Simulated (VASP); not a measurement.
# BN (P6_3/mmc) in VASP: notebook

BN is run at these levels: LDA; tasks: single point.

Program: VASP 6.6.1. These are calculated values, not measurements. Logs are shortened: lines on timing, memory, paths and dates and some standing lists are left out, and cuts for length are marked.

## 1. The cell of the first run

The structure is hexagonal, space group P6_3/mmc (No. 194). Conventional cell: a = 2.569 Å, b = 2.569 Å, c = 5.945 Å, α = 90.00°, β = 90.00°, γ = 120.00°. Within 2.0 Å of B (site symmetry -6m2) lie 3 N at 1.48 Å. N (site symmetry -6m2) has 3 B at 1.48 Å within 2.0 Å.

## 2. Single point, LDA (volume 8.498 Å^3 an atom, c/a of the conventional cell 2.3138)

Input file INCAR:

```
PREC = Accurate ; ENCUT = 520
EDIFF = 1E-6 ; ISMEAR = 0
SIGMA = 0.05 ; LREAL = False
LASPH = True ; NELM = 100
ALGO = Normal ; ISIF = 2
LWAVE = False ; LCHARG = False
NBANDS = 16
```

Input file KPOINTS:

```
Automatic mesh
0
Gamma
  12 12 4
```

Input file POSCAR:

```
BN
1.0
    2.5694495202      0.0000000000      0.0000000000
   -1.2847247601      2.2252085582      0.0000000000
    0.0000000000      0.0000000000      5.9451922998
B N
2 2
Direct
    0.3333333333      0.6666666667      0.2500000000
    0.6666666667      0.3333333333      0.7500000000
    0.3333333333      0.6666666667      0.7500000000
    0.6666666667      0.3333333333      0.2500000000
```

Potentials or basis: VASP PAW LDA potentials, release 64 (B, N).

Started as:

```
$ cat potpaw_LDA.64/B/POTCAR potpaw_LDA.64/N/POTCAR > POTCAR
$ mpirun -np 1 vasp_std > vasp.out
```

OUTCAR:

```text
PREC = Accurate
   ENCUT = 520
   EDIFF = 1E-6
   ISMEAR = 0
   LREAL = False
   LASPH = True
   NELM = 100
   ISIF = 2

 ion  position               nearest neighbor table
   1  0.333  0.667  0.250-   4 1.48   4 1.48   4 1.48
   2  0.667  0.333  0.750-   3 1.48   3 1.48   3 1.48
   3  0.333  0.667  0.750-   2 1.48   2 1.48   2 1.48
   4  0.667  0.333  0.250-   1 1.48   1 1.48   1 1.48

  LATTYP: Found a hexagonal cell.
 ALAT       =     2.5694495202
 C/A-ratio  =     2.3138000000

  Lattice vectors:

 A1 = (   2.5694495202,   0.0000000000,   0.0000000000)
 A2 = (  -1.2847247601,   2.2252085582,   0.0000000000)
 A3 = (   0.0000000000,   0.0000000000,   5.9451922998)

Analysis of symmetry for initial positions (statically):
=====================================================================
 Subroutine PRICEL returns:
 Original cell was already a primitive cell.

 Routine SETGRP: Setting up the symmetry group for a
 hexagonal supercell.

 Subroutine GETGRP returns: Found 24 space group operations
 (whereof 12 operations were pure point group operations)
 out of a pool of 24 trial point group operations.

The static configuration has the point symmetry D_3d.
 The point group associated with its full space group is D_6h.

Analysis of symmetry for dynamics (positions and initial velocities):
=====================================================================
 Subroutine PRICEL returns:
 Original cell was already a primitive cell.

 Routine SETGRP: Setting up the symmetry group for a
 hexagonal supercell.

 Subroutine GETGRP returns: Found 24 space group operations
 (whereof 12 operations were pure point group operations)
 out of a pool of 24 trial point group operations.

The dynamic configuration has the point symmetry D_3d.
 The point group associated with its full space group is D_6h.

 Subroutine INISYM returns: Found 24 space group operations
 (whereof 12 operations are pure point group operations),
 and found     1 'primitive' translations

----------------------------------------------------------------------------------------

                                     Primitive cell

  volume of cell :      33.9920

  direct lattice vectors                    reciprocal lattice vectors
     2.569449520  0.000000000  0.000000000     0.389188420  0.224698039  0.000000000
    -1.284724760  2.225208558  0.000000000     0.000000000  0.449396079  0.000000000
     0.000000000  0.000000000  5.945192300     0.000000000  0.000000000  0.168203138

  length of vectors
     2.569449520  2.569449520  5.945192300     0.449396079  0.449396079  0.168203138

  position of ions in fractional coordinates (direct lattice)
     0.333333333  0.666666667  0.250000000
     0.666666667  0.333333333  0.750000000
     0.333333333  0.666666667  0.750000000
     0.666666667  0.333333333  0.250000000

  ion indices of the primitive-cell ions
   primitive index   ion index
                 1           1
                 2           2
                 3           3
                 4           4

----------------------------------------------------------------------------------------

 KPOINTS: Automatic mesh

Automatic generation of k-mesh.
 Grid dimensions read from file:
 generate k-points for:   12   12    4

 Generating k-lattice:

  Cartesian coordinates                     Fractional coordinates (reciprocal lattice)
     0.032432368  0.018724837  0.000000000     0.083333333  0.000000000  0.000000000
     0.000000000  0.037449673  0.000000000     0.000000000  0.083333333  0.000000000
     0.000000000  0.000000000  0.042050784     0.000000000  0.000000000  0.250000000

  Length of vectors
     0.037449673  0.037449673  0.042050784

  Shift w.r.t. Gamma in fractional coordinates (k-lattice)
     0.000000000  0.000000000  0.000000000

 Subroutine IBZKPT returns following result:
 ===========================================

 Found     57 irreducible k-points:

 Following reciprocal coordinates:
            Coordinates               Weight
  0.000000  0.000000  0.000000      1.000000
  0.083333  0.000000  0.000000      6.000000
  0.166667  0.000000  0.000000      6.000000
  0.250000  0.000000  0.000000      6.000000
  0.333333  0.000000  0.000000      6.000000
  0.416667  0.000000  0.000000      6.000000
[... 16 lines left out ...]
  0.250000  0.000000  0.250000     12.000000
  0.333333  0.000000  0.250000     12.000000
 [... further k-points ...]
   k-points           NKPTS =     57   k-points in BZ     NKDIM =     57   number of bands    NBANDS=     16
   number of dos      NEDOS =    301   number of ions     NIONS =      4
   total plane-waves  NPLWV =  19200
   dimension x,y,z NGX =    20 NGY =   20 NGZ =   48
   dimension x,y,z NGXF=    40 NGYF=   40 NGZF=   96
   ions per type =               2   2
   NGX,Y,Z   is equivalent  to a cutoff of  12.94, 12.94, 13.42 a.u.
   NGXF,Y,Z  is equivalent  to a cutoff of  25.88, 25.88, 26.84 a.u.
 SYSTEM =  unknown system
   PREC   = accura    normal or accurate (medium, high low for compatibility)
   ISTART =      0    job   : 0-new  1-cont  2-samecut
   ICHARG =      2    charge: 1-file 2-atom 10-const
   ISPIN  =      1    spin polarized calculation?
   LNONCOLLINEAR =      F non collinear calculations
   LSORBIT =      F    spin-orbit coupling
   LASPH  =      T    aspherical Exc in radial PAW
   ENCUT  =  520.0 eV  38.22 Ry    6.18 a.u.   4.78  4.78 11.05*2*pi/ulx,y,z
   NELM   =    100;   NELMIN=  2; NELMDL= -5     # of ELM steps
   EDIFF  = 0.1E-05   stopping-criterion for ELM
   LREAL  =      F    real-space projection
   EDIFFG = 0.1E-04   stopping-criterion for IOM
   NSW    =      0    number of steps for IOM
   IBRION =     -1    ionic relax: 0-MD 1-quasi-New 2-CG
   NFREE  =      0    steps in history (QN), initial steepest desc. (CG)
   ISIF   =      2    stress and relaxation
   ISYM   =      2    0-nonsym 1-usesym 2-fastsym
   POTIM  = 0.5000    time-step for ionic-motion
   TEBEG  =    0.0;   TEEND  =   0.0 temperature during run
   PSTRESS=    0.0 pullay stress
   NELECT =      16.0000    total number of electrons
   NUPDOWN=      -1.0000    fix difference up-down
   EMIN   =  10.00;   EMAX   =-10.00  energy-range for DOS
   EFERMI =   0.00;   METHOD = LEGACY
   ISMEAR =     0;   SIGMA  =   0.05  broadening in eV -4-tet -1-fermi 0-gaus
   EFERMI_NEDOS =   21; number of points for ismear=-14 and -15
   IALGO  =     38    algorithm
   IMIX   =      4    mixing-type and parameters
     AMIX     =   0.40;   BMIX     =  1.00
     AMIX_MAG =   1.60;   BMIX_MAG =  1.00
  volume/ion in A,a.u.               =       8.50        57.35
  Fermi-wavevector in a.u.,A,eV,Ry     =   1.273472  2.406512 22.064974  1.621730
  Thomas-Fermi vector in A             =   2.406293
   LORBIT       =      0    0 simple, 1 ext, 2 COOP (PROOUT), +10 PAW based schemes
   GGA     = CA    functional components
   LHFCALC =     F    Hartree Fock is set to
   AEXX    =    0.0000 exact exchange contribution
   IVDW    =     0    specifies the selected vdW correction
   LEPSILON=     F    determine dielectric tensor
   LRPA    =     F    only Hartree local field effects (RPA)
 non-spin polarized calculation
 Gauss-broadening in eV      SIGMA  =   0.05
  energy-cutoff  :      520.00
  volume of cell :       33.99
 maximum number of plane-waves:       926
 NGX is ok and might be reduce to    20
   NGX =  9   NGY =  9   NGZ = 23

 number of electron      16.0000001 magnetization

 Free energy of the ion-electron system (eV)
  ---------------------------------------------------
  ext. energy  EPLUGINS =         0.00000000
  ---------------------------------------------------
  free energy    TOTEN  =       -38.32849754 eV

  energy without entropy =      -38.32849754  energy(sigma->0) =      -38.32849754

 E-fermi :   3.1506     XC(G=0): -11.0248

 val. band max:        2.8546671155   @ k =   0.3333   0.2500   0.0000
 cond. band min:       6.6572888489   @ k =   0.5000   0.0000   0.2500
 fundamental gap:      3.8026217334
 Fermi energy:         3.1505750089

 k-point     1 :       0.0000    0.0000    0.0000
  band No.  band energies     occupation
      1     -14.5675      2.00000
      2     -13.8700      2.00000
      3      -3.7739      2.00000
      4      -0.1064      2.00000
      5       1.3185      2.00000
      6       1.3185      2.00000
[... 8 lines left out ...]
     15      14.0974      0.00000
     16      14.6960      0.00000

 k-point     2 :       0.0833    0.0000    0.0000
  band No.  band energies     occupation
      1     -14.4363      2.00000
      2     -13.7485      2.00000
      3      -3.5957      2.00000
      4       0.0419      2.00000
      5       0.7811      2.00000
      6       0.9077      2.00000
[... 8 lines left out ...]
     15      14.3206      0.00000
     16      14.6126      0.00000

 k-point     3 :       0.1667    0.0000    0.0000
  band No.  band energies     occupation
      1     -14.0497      2.00000
      2     -13.3916      2.00000
      3      -3.0672      2.00000
      4      -0.5781      2.00000
      5      -0.4209      2.00000
      6       0.4747      2.00000
[... 8 lines left out ...]
     15      15.6966      0.00000
     16      15.7921      0.00000

 k-point     4 :       0.2500    0.0000    0.0000
  band No.  band energies     occupation
      1     -13.4324      2.00000
      2     -12.8283      2.00000
      3      -2.2977      2.00000
      4      -2.2101      2.00000
      5      -2.0915      2.00000
      6      -0.2134      2.00000
[... 8 lines left out ...]
     15      17.6145      0.00000
     16      17.8643      0.00000
[... 324 lines left out ...]
 k-point    22 :       0.1667    0.0000    0.2500
  band No.  band energies     occupation
      1     -13.9634      2.00000
      2     -13.4997      2.00000
      3      -2.6551      2.00000
      4      -0.5628      2.00000
      5      -0.5305      2.00000
      6      -0.0847      2.00000
[... 8 lines left out ...]
     15      15.5496      0.00000
     16      15.7475      0.00000

 k-point    23 :       0.2500    0.0000    0.2500
  band No.  band energies     occupation
      1     -13.3524      2.00000
      2     -12.9264      2.00000
      3      -2.3411      2.00000
      4      -2.1422      2.00000
      5      -1.7262      2.00000
      6      -0.1885      2.00000
[... 8 lines left out ...]
     15      17.6459      0.00000
     16      17.8216      0.00000

 k-point    24 :       0.3333    0.0000    0.2500
  band No.  band energies     occupation
      1     -12.5765      2.00000
      2     -12.2140      2.00000
      3      -3.9799      2.00000
      4      -3.8041      2.00000
      5      -0.7788      2.00000
      6      -0.6829      2.00000
[... 8 lines left out ...]
     15      19.1833      0.00000
     16      19.9560      0.00000

 [... further k-points ...]

------------------------ aborting loop because EDIFF is reached ----------------------------------------

  FORCE on cell =-STRESS in cart. coord.  units (eV):
  Direction    XX          YY          ZZ          XY          YZ          ZX
  --------------------------------------------------------------------------------------
  -------------------------------------------------------------------------------------
  Total       -7.0204802     -7.0204802      0.6849595      0.0000000      0.0000000      0.0000000
  in kB     -330.9029815   -330.9029814     32.2848502      0.0000000      0.0000000      0.0000000
  external PRESSURE =    -209.8403709 kB  Pullay stress =       0.0000000 kB

 VOLUME and BASIS-vectors are now :
 -----------------------------------------------------------------------------
  energy-cutoff  :      520.00
  volume of cell :       33.99
      direct lattice vectors                 reciprocal lattice vectors
     2.569449520  0.000000000  0.000000000     0.389188420  0.224698039  0.000000000
    -1.284724760  2.225208558  0.000000000     0.000000000  0.449396079  0.000000000
     0.000000000  0.000000000  5.945192300     0.000000000  0.000000000  0.168203138

 POSITION                                       TOTAL-FORCE (eV/Angst)
 -----------------------------------------------------------------------------------
     -0.00000      1.48347      1.48630         0.000000      0.000000      0.000000
      1.28472      0.74174      4.45889        -0.000000     -0.000000      0.000000
     -0.00000      1.48347      4.45889        -0.000000     -0.000000      0.000000
      1.28472      0.74174      1.48630        -0.000000      0.000000      0.000000
 -----------------------------------------------------------------------------------
    total drift:                               -0.000000      0.000000      0.000000

  FREE ENERGIE OF THE ION-ELECTRON SYSTEM (eV)
  ---------------------------------------------------
  free  energy   TOTEN  =       -38.3284975399 eV

  energy  without entropy=      -38.3284975399  energy(sigma->0) =      -38.32849754
```

Wall time 18 s (1 thread of Intel Xeon Platinum 8375C at 2.90GHz (Ice Lake), shared host); peak memory 0.14 GiB.

Results:

* Free energy: -38.3285 eV
* Pressure: -21.0 GPa
* Band gap on the k mesh: 3.80 eV, indirect (least direct gap 4.01 eV)

Stress tensor (GPa, compression positive):
```
-33.09   0.00   0.00
  0.00 -33.09   0.00
  0.00   0.00   3.23
```

 A k mesh can miss the band edges.

## 3. Single point, LDA (volume 8.498 Å^3 an atom, c/a of the conventional cell 2.6103)

Input file INCAR:

```
SYSTEM = BN
PREC = Accurate
ENCUT = 520
EDIFF = 1E-6
ISMEAR = 0
SIGMA = 0.05
LREAL = .False.
LASPH = .True.
NELM = 80
ALGO = Normal
ISIF = 2
LWAVE = .False.
LCHARG = .True.
LELF = .True.
LVHAR = .True.
NBANDS = 16
```

Input file KPOINTS:

```
regular mesh
0
Gamma
  12 12 4
  0 0 0
```

Input file POSCAR:

```
BN
1.0
    2.4682369401      0.0000000000      0.0000000000
   -1.2341184700      2.1375558927      0.0000000000
    0.0000000000      0.0000000000      6.4427664857
B N
2 2
Direct
    0.3333333333      0.6666666667      0.2500000000
    0.6666666667      0.3333333333      0.7500000000
    0.3333333333      0.6666666667      0.7500000000
    0.6666666667      0.3333333333      0.2500000000
```

Potentials or basis: VASP PAW LDA potentials, release 64 (B, N).

Started as:

```
$ cat potpaw_LDA.64/B/POTCAR potpaw_LDA.64/N/POTCAR > POTCAR
$ mpirun -np 1 vasp_std > vasp.out
```

Run time: 17 s. Hardware: 1 thread of Intel Xeon Platinum 8375C at 2.90GHz (Ice Lake), shared host; peak memory 0.14 GiB.

It converged, with:

```yaml
Free_energy: -38.5593 eV
Pressure: 7.2 GPa
Band_gap_on_the_k_mesh: 4.07 eV, indirect (least direct gap 4.50 eV)
```

Stress tensor (GPa, compression positive):
```
10.75  0.00  0.00
 0.00 10.75  0.00
 0.00  0.00  0.07
```

Levels at points of the mesh, in eV from the valence-band top:
```csv
k point,band 6,band 7,band 8,band 9,band 10,band 11
"(0.00, 0.00, 0.00)",-1.31,-1.26,-1.26,5.12,10.54,11.76
"(0.50, 0.00, 0.00)",-4.17,-1.64,-0.43,4.07,5.73,9.87
"(0.00, 0.00, 0.50)",-1.29,-1.29,-1.29,7.76,7.76,11.83
"(0.50, 0.00, 0.50)",-4.21,-1.00,-1.00,4.61,4.61,10.36
```

 A k mesh can miss the band edges.
